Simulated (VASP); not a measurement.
Input of a VASP 6.6.1 run:

Contents of INCAR:

```
SYSTEM = CuRe2
PREC     = Accurate       ! precision mode
ENCUT    = 520            ! plane-wave cutoff, eV
EDIFF    = 1E-6           ! SCF threshold, eV
ISMEAR   = 0              ! smearing method
SIGMA    = 0.1            ! smearing width, eV
LREAL    = .FALSE.        ! projectors in reciprocal space
LASPH    = .TRUE.         ! aspherical terms in the spheres
NELM     = 60             ! most SCF steps
ALGO     = Normal         ! electronic algorithm
ISIF     = 2              ! what is computed and relaxed
LWAVE    = .FALSE.        ! write WAVECAR
LCHARG   = .TRUE.         ! write CHGCAR
GGA      = PE             ! functional
LELF     = .TRUE.         ! ELF
LVHAR    = .TRUE.       
NBANDS   = 20             ! bands
```

Contents of KPOINTS:

```
regular mesh
0
G
  8 8 8
  0 0 0
```

Contents of POSCAR:

```
CuRe2
1.0
   -1.5857295750      1.5857295750      4.1757115692
    1.5857295750     -1.5857295750      4.1757115692
    1.5857295750      1.5857295750     -4.1757115692
Cu Re
1 2
Direct
    0.0000000000      0.0000000000      0.0000000000
    0.6684115342      0.6684115342      0.0000000000
    0.3315884658      0.3315884658      0.0000000000
```

Potentials or basis: VASP PAW PBE potentials, release 64 (Cu, Re).

Run with:

```console
$ cat potpaw_PBE.64/Cu/POTCAR potpaw_PBE.64/Re/POTCAR > POTCAR
$ mpirun -np 1 vasp_std > vasp.out
```

(1) Estimate the pressure.

(2) Estimate the largest force.

Answers

(1) -0.4 GPa.

(2) 0.108 eV/Å.
